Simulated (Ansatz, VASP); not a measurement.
Si in VASP and in Ansatz

File POSCAR:

```
Si
1.0
    3.8375530000      0.0000000000      0.0000000000
    1.9187765000      3.3234183864      0.0000000000
    1.9187765000      1.1078061288      3.1333489036
Si
2
Direct
    0.7500000000      0.7500000000      0.7500000000
    0.5000000000      0.5000000000      0.5000000000
```

The input INCAR.step1:

```
SYSTEM = Si
ALGO     = Normal         ! electronic algorithm
EDIFF    = 1E-5           ! SCF threshold, eV
ENCUT    = 400            ! plane-wave cutoff, eV
GGA      = PE             ! functional
GGA_COMPAT= .False.      
ISIF     = 2              ! what is computed and relaxed
ISMEAR   = 0              ! smearing method
LASPH    = .True.         ! aspherical terms in the spheres
LCHARG   = .False.        ! write CHGCAR
LREAL    = .False.        ! projectors in reciprocal space
LWAVE    = .True.         ! write WAVECAR
NBANDS   = 11             ! bands
NELM     = 120            ! most SCF steps
PREC     = Accurate       ! precision mode
SIGMA    = 0.01           ! smearing width, eV
```

The input INCAR.step2:

```
SYSTEM = Si
AEXX     = 0.2            ! exact-exchange fraction
AGGAC    = 0.81         
AGGAX    = 0.72         
ALDAC    = 0.19         
ALGO     = Normal         ! electronic algorithm
EDIFF    = 1E-6           ! SCF threshold, eV
ENCUT    = 400            ! plane-wave cutoff, eV
GGA      = B3             ! functional
GGA_COMPAT= .False.      
ISIF     = 2              ! what is computed and relaxed
ISMEAR   = 0              ! smearing method
ISTART   = 1            
LASPH    = .True.         ! aspherical terms in the spheres
LCHARG   = .False.        ! write CHGCAR
LHFCALC  = .True.         ! exact exchange
LREAL    = .False.        ! projectors in reciprocal space
LWAVE    = .False.        ! write WAVECAR
NBANDS   = 11             ! bands
NELM     = 120            ! most SCF steps
PREC     = Accurate       ! precision mode
PRECFOCK = Normal       
SIGMA    = 0.01           ! smearing width, eV
```

The input KPOINTS:

```
k-points
0
Gamma
  4 4 4
  0 0 0
```

Input for Ansatz:

```yaml
crystal:
  lattice:
    a: 3.837553
    b: 3.837553
    c: 3.837553
    alpha: 60.0
    beta: 60.0
    gamma: 60.0
  atoms:
    - { symbol: Si, position: [0.75, 0.75, 0.75] }
    - { symbol: Si, position: [0.5, 0.5, 0.5] }
kpoints:
  mp_grid:
    grid: [4, 4, 4]
hamiltonian:
  xc: b3lyp
scf:
  occupations:
    method: fixed
output:
  eigenvalues: true
```

Alike in both runs: task single point; functional B3LYP; k mesh 4 × 4 × 4; no spin polarisation.

|  | VASP | Ansatz |
| --- | --- | --- |
| version | VASP 6.6.1 | Ansatz 0.2.0 |
| potentials or method | VASP PAW PBE potentials, release 64 (Si) | plane waves, PAW |
| plane-wave cutoff (eV) | 400 | 420 |
| occupations | gaussian, width 0.01 eV | fixed |
| valence electrons in the cell | 8 | 8 |

Ansatz gave:

* gap on the k mesh at the Fermi level (eV): 1.98

Question: What did VASP give for the same quantities?

Answer: gap on the k mesh at the Fermi level (eV): 2.04.

VASP's potentials were made for PBE, not for B3LYP.

The k mesh is coarse, so the values compare programs but aren't converged.
